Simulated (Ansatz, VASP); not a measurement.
InP: VASP beside Ansatz

The input INCAR:

```
PREC = Accurate
ENCUT = 520
EDIFF = 1E-6
ISMEAR = 0
SIGMA = 0.05
LREAL = False
LASPH = True
NELM = 100
ALGO = Normal
ISIF = 2
LWAVE = False
LCHARG = True
GGA = PE
LELF = True
LVHAR = True
NBANDS = 16
```

KPOINTS

```
regular mesh
0
Gamma
  8 8 8
```

File POSCAR:

```
InP
1.0
    0.0000000000      2.8132800000      2.9305000000
    2.9305000000      0.0000000000      2.9305000000
    2.9305000000      2.8132800000      0.0000000000
In P
1 1
Direct
    0.0000000000      0.0000000000      0.0000000000
    0.7500000000      0.7500000000      0.7500000000
```

Input for Ansatz:

```yaml
crystal:
  lattice:
    - [0.0, 2.81328, 2.9305]
    - [2.9305, 0.0, 2.9305]
    - [2.9305, 2.81328, 0.0]
  atoms:
    - { symbol: In, position: [0.0, 0.0, 0.0] }
    - { symbol: P, position: [0.75, 0.75, 0.75] }
basis:
  ecutwfc: 420
kpoints:
  mp_grid: { grid: [8, 8, 8] }
hamiltonian:
  xc: pbe
scf:
  occupations: { method: gaussian, width: 0.05 }
output:
  forces: true
  stress: true
  eigenvalues: true
```

Change from the starting cell: strain -0.0400 x Voigt [0, 1, 0, 0, 0, 0], atoms carried along.

Alike in both runs: task single point; functional PBE; k mesh 8 × 8 × 8; occupations gaussian, width 0.05 eV; no spin polarisation.

```csv
,VASP,Ansatz
version,VASP 6.6.1,Ansatz 0.2.0
potentials or method,"VASP PAW PBE potentials, release 64 (In_d, P), cutoff 520 eV","scalar-relativistic, plane waves, PAW"
valence electrons in the cell,18,18
```

```csv
,VASP,Ansatz,Ansatz less VASP
gap on the k mesh at the Fermi level (eV),0.80,0.81,+0.003
least direct gap on the mesh (eV),0.80,0.81,+0.003
pressure (GPa),6.5,6.6,+0.08
"traceless stress, the component that is largest in VASP (GPa)",0.93,0.93,-0.002
```

The functional is the same, so the differences come from potentials, cutoffs and numerics.
